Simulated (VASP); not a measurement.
Here is a VASP 6.6.1 calculation.

INCAR

```
PREC = Accurate
ENCUT = 520
EDIFF = 1E-7
ISMEAR = -1
SIGMA = 0.05
LREAL = F
LASPH = T
NELM = 100
ALGO = Normal
ISIF = 2
LWAVE = F
LCHARG = F
NBANDS = 18
```

KPOINTS

```
regular mesh
0
Gamma
  9 9 9
```

Contents of POSCAR:

```
HfO2
1.0
    0.0000000000      2.5229349520      2.5229349520
    2.5229349520      0.0000000000      2.5229349520
    2.5229349520      2.5229349520      0.0000000000
Hf O
1 2
Direct
    0.0000000000      0.0000000000      0.0000000000
    0.7500000000      0.7500000000      0.7500000000
    0.2500000000      0.2500000000      0.2500000000
```

Potentials or basis: VASP PAW LDA potentials, release 64 (Hf_pv, O).

Command:

```sh
$ cat potpaw_LDA.64/Hf_pv/POTCAR potpaw_LDA.64/O/POTCAR > POTCAR
$ mpirun -np 1 vasp_std > vasp.out
```

Q: Estimate the pressure.

A: -10.2 GPa.

Q: What does it give for the band gap on the k mesh?

A: 3.75 eV, indirect (least direct gap 3.87 eV).

Caveat: spin-orbit coupling is left out, which moves the levels of the heavy elements. A k mesh can miss the band edges.
